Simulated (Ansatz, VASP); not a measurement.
# NaI: VASP beside Ansatz

```xyz
2
Lattice="-0.0358 3.5814 3.5814 3.5814 -0.0358 3.5814 3.5456 3.5456 0.0000" Properties=species:S:1:pos:R:3 pbc="T T T"
Na    0.0000    0.0000    0.0000
I     1.7728    1.7728    1.7907
```

Change from the starting cell: xy shear strain of -2 %, crystal datasets.

Alike in both runs: task electric field gradients; functional PBE; k mesh 10 × 10 × 10; occupations fermi-dirac, width 0.05 eV; no spin polarisation.

```csv
,VASP,Ansatz
version,VASP 6.6.1,Ansatz 0.2.0
potentials or method,"VASP PAW PBE potentials, release 64 (Na_pv, I), cutoff 520 eV","all-electron PAW with datasets made for the crystal, scalar-relativistic"
```

```tsv
	VASP	Ansatz	Ansatz less VASP
gap on the k mesh at the Fermi level (eV)	3.75	3.76	+0.003
pressure (GPa)	0.0	0.0	-0.01
traceless stress, the component that is largest in VASP (GPa)	0.17	0.17	-0.001
rms of the force components (eV/Å)	0.023	0.023	-0.0002
size of Vzz on the site where it differs most (V/Å²)	3.8	3.7	-0.08
```

Atom by atom the forces differ by 0.000 eV/Å (rms over components). Ansatz ran all-electron here, and VASP with PAW potentials.

Spin-orbit coupling is off throughout.
